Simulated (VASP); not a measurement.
# TiC (Fm-3m) in VASP: notebook, part 2 of 2

VASP 6.6.1. The steps go on from the part before.

## 4. Relaxation of cell and atoms, PBEsol, target pressure 7 GPa, at which the enthalpy is minimised

INCAR

```
SYSTEM = TiC
PREC = Accurate ; ENCUT = 600
EDIFF = 1E-7 ; ISMEAR = -1
SIGMA = 0.05 ; LREAL = .FALSE.
LASPH = .TRUE. ; NELM = 120
ALGO = Normal ; ISIF = 3
LWAVE = .FALSE. ; LCHARG = .FALSE.
GGA = PS ; IBRION = 2
NSW = 100 ; EDIFFG = -0.002
PSTRESS = 70.0 ; GGA_COMPAT = .FALSE.
NELMIN = 4
```

KPOINTS

```
regular mesh
0
G
  18 18 18
  0 0 0
```

POSCAR

```
TiC
1.0
    0.0000000000      2.1467070539      2.1467070539
    2.1467070539      0.0000000000      2.1467070539
    2.1467070539      2.1467070539      0.0000000000
Ti C
1 1
Direct
    0.0000000000      0.0000000000      0.0000000000
    0.5000000000      0.5000000000      0.5000000000
```

Potentials or basis: VASP PAW PBE potentials, release 64 (Ti_sv, C).

Run with:

```
cat potpaw_PBE.64/Ti_sv/POTCAR potpaw_PBE.64/C/POTCAR > POTCAR
mpirun -np 1 vasp_std > vasp.out
```

OUTCAR:

```text
SYSTEM = TiC
   PREC = Accurate
   ENCUT = 600
   EDIFF = 1E-7
   ISMEAR = -1
   LREAL = .FALSE.
   LASPH = .TRUE.
   NELM = 120
   ISIF = 3
   GGA = PS
   IBRION = 2
   NSW = 100
   EDIFFG = -0.002
   PSTRESS = 70.0
   NELMIN = 4

 ion  position               nearest neighbor table
   1  0.000  0.000  0.000-   2 2.15   2 2.15   2 2.15   2 2.15   2 2.15   2 2.15
   2  0.500  0.500  0.500-   1 2.15   1 2.15   1 2.15   1 2.15   1 2.15   1 2.15

  LATTYP: Found a face centered cubic cell.
 ALAT       =     4.2934141078

  Lattice vectors:

 A1 = (   0.0000000000,   2.1467070539,   2.1467070539)
 A2 = (   2.1467070539,   0.0000000000,   2.1467070539)
 A3 = (   2.1467070539,   2.1467070539,   0.0000000000)

Analysis of symmetry for initial positions (statically):
=====================================================================
 Subroutine PRICEL returns:
 Original cell was already a primitive cell.

 Routine SETGRP: Setting up the symmetry group for a
 face centered cubic supercell.

 Subroutine GETGRP returns: Found 48 space group operations
 (whereof 48 operations were pure point group operations)
 out of a pool of 48 trial point group operations.

The static configuration has the point symmetry O_h .

Analysis of symmetry for dynamics (positions and initial velocities):
=====================================================================
 Subroutine PRICEL returns:
 Original cell was already a primitive cell.

 Routine SETGRP: Setting up the symmetry group for a
 face centered cubic supercell.

 Subroutine GETGRP returns: Found 48 space group operations
 (whereof 48 operations were pure point group operations)
 out of a pool of 48 trial point group operations.

The dynamic configuration has the point symmetry O_h .

 Subroutine INISYM returns: Found 48 space group operations
 (whereof 48 operations are pure point group operations),
 and found     1 'primitive' translations

[... 120 lines left out ...]
   LHFCALC =     F    Hartree Fock is set to
   AEXX    =    0.0000 exact exchange contribution
   IVDW    =     0    specifies the selected vdW correction
   LEPSILON=     F    determine dielectric tensor
   LRPA    =     F    only Hartree local field effects (RPA)
 conjugate gradient relaxation of ions
 non-spin polarized calculation
  energy-cutoff  :      600.00
  volume of cell :       19.79
 maximum number of plane-waves:       680
   NGX = 13   NGY = 13   NGZ = 13

--------------------------------------- Ionic step        1  -------------------------------------------

 number of electron      16.0000003 magnetization

 Free energy of the ion-electron system (eV)
  ---------------------------------------------------
  ext. energy  EPLUGINS =         0.00000000
  ---------------------------------------------------
  free energy    TOTEN  =       -19.80369411 eV

  energy without entropy =      -19.80117119  energy(sigma->0) =      -19.80243265

------------------------ aborting loop because EDIFF is reached ----------------------------------------

  FORCE on cell =-STRESS in cart. coord.  units (eV):
  Direction    XX          YY          ZZ          XY          YZ          ZX
  --------------------------------------------------------------------------------------
  -------------------------------------------------------------------------------------
  Total        0.0168515      0.0168515      0.0168515     -0.0000000      0.0000000      0.0000000
  in kB        1.3645826      1.3645826      1.3645826     -0.0000000      0.0000000      0.0000000
  external PRESSURE =     -68.6354174 kB  Pullay stress =      70.0000000 kB
[... 25 lines left out ...]
--------------------------------------- Ionic step        2  -------------------------------------------

 number of electron      15.9999998 magnetization

 E-fermi :  10.3767     XC(G=0): -13.3247

 val. band max:       10.3697753656   @ k =   0.4444   0.4444   0.0000
 cond. band min:      10.4039489678   @ k =  -0.0556   0.0556   0.0000
 fundamental gap:      0.0341736022
 Fermi energy:        10.3767379588

 k-point     1 :       0.0000    0.0000    0.0000
  band No.  band energies     occupation
      1     -45.7027      2.00000
      2     -21.7732      2.00000
      3     -21.7732      2.00000
      4     -21.7732      2.00000
      5      -2.4001      2.00000
      6      11.0603      0.00000
      7      11.0603      0.00000
      8      11.0603      0.00000
      9      12.1931      0.00000
     10      12.1931      0.00000
     11      12.1931      0.00000
     12      12.2893      0.00000
[... 496 lines left out ...]
--------------------------------------- Ionic step        6  -------------------------------------------

 number of electron      16.0000003 magnetization

 Free energy of the ion-electron system (eV)
  ---------------------------------------------------
  ext. energy  EPLUGINS =         0.00000000
  ---------------------------------------------------
  free energy    TOTEN  =       -19.79317452 eV

  energy without entropy =      -19.79070752  energy(sigma->0) =      -19.79194102

 E-fermi :   9.9129     XC(G=0): -13.1269

 val. band max:        9.8734180549   @ k =   0.4444   0.4444   0.0000
 cond. band min:       9.9345618278   @ k =   0.5000   0.5000   0.0000
 fundamental gap:      0.0611437729
 Fermi energy:         9.9128858734

 k-point     1 :       0.0000    0.0000    0.0000
  band No.  band energies     occupation
      1     -46.2706      2.00000
      2     -22.3678      2.00000
      3     -22.3678      2.00000
      4     -22.3678      2.00000
      5      -2.6917      2.00000
      6      10.5908      0.00000
      7      10.5908      0.00000
      8      10.5908      0.00000
      9      11.6821      0.00000
     10      11.6821      0.00000
     11      11.6821      0.00000
     12      11.7470      0.00000
[... 378 lines left out ...]
  energy  without entropy=      -19.7907075177  energy(sigma->0) =      -19.79194102

  enthalpy is  TOTEN    =       -18.9497485564 eV   P V=        0.8434259643

 reached required accuracy - stopping structural energy minimisation
```

Run time: 2.3 min. Hardware: 1 thread of Intel Xeon 6975P-C, shared host; peak memory 0.2 GiB.

Results:

```
Free energy                                            : -19.7932 eV
Relaxed volume                                         : 9.65 Å³/atom
Relaxed cell                                           : a = 3.011 Å, b = 3.011 Å, c = 3.011 Å, α = 60.00°, β = 60.00°, γ = 60.00°
Space group after relaxing (to 0.05 Å)                 : Fm-3m (No. 225)
Energy change on relaxing (the enthalpy is what falls) : +5.3 meV/atom
Ionic steps                                            : 6
Pressure after relaxing                                : 7.0 GPa
Band gap on the k mesh                                 : zero (band 8 reaches 10.59 eV, above the bottom of band 9 at 9.50 eV)
```

The path:
| step | energy change (eV) | largest force (eV/Å) | pressure (GPa) | volume (Å³) |
| --- | --- | --- | --- | --- |
| 1 | 0.0000 | 0.0000 | 0.14 | 19.79 |
| 2 | 0.0667 | 0.0000 | 18.74 | 18.60 |
| 3 | 0.0103 | 0.0000 | 6.93 | 19.31 |
| 4 | 0.0107 | 0.0000 | 7.06 | 19.30 |
| 5 | 0.0103 | 0.0000 | 6.95 | 19.31 |
| 6 | 0.0105 | 0.0000 | 7.01 | 19.30 |

Final structure:
```yaml
crystal:
  lattice:
    - [0.00000, 2.12917, 2.12917]
    - [2.12917, 0.00000, 2.12917]
    - [2.12917, 2.12917, 0.00000]
  atoms:
    - { symbol: Ti, position: [0.00000, 0.00000, 0.00000] }
    - { symbol: C, position: [0.50000, 0.50000, 0.50000] }
```

Caveat: the cell is relaxed towards a set pressure, so the enthalpy falls and the energy may rise; the PAW data sets were made with another functional, which shifts forces and pressure a little.

## 5. Summary

| cell | gap on the mesh (eV) | pressure (GPa) |
| --- | --- | --- |
| relaxed to 2 GPa | none | 2.0 |
| relaxed to 4 GPa | none | 4.0 |
| relaxed to 7 GPa | none | 7.0 |

Alike in all rows: task relaxation of cell and atoms; level PBEsol; potentials or basis VASP PAW PBE potentials, release 64 (Ti_sv, C); no spin polarisation; k mesh 18 × 18 × 18; cutoff (eV) 600; smearing fermi-dirac 0.05 eV.

Caveats: the cell is relaxed towards a set pressure, so the enthalpy falls and the energy may rise; the PAW data sets were made with another functional, which shifts forces and pressure a little.

Absolute energies hang on the potentials; compare differences alone.
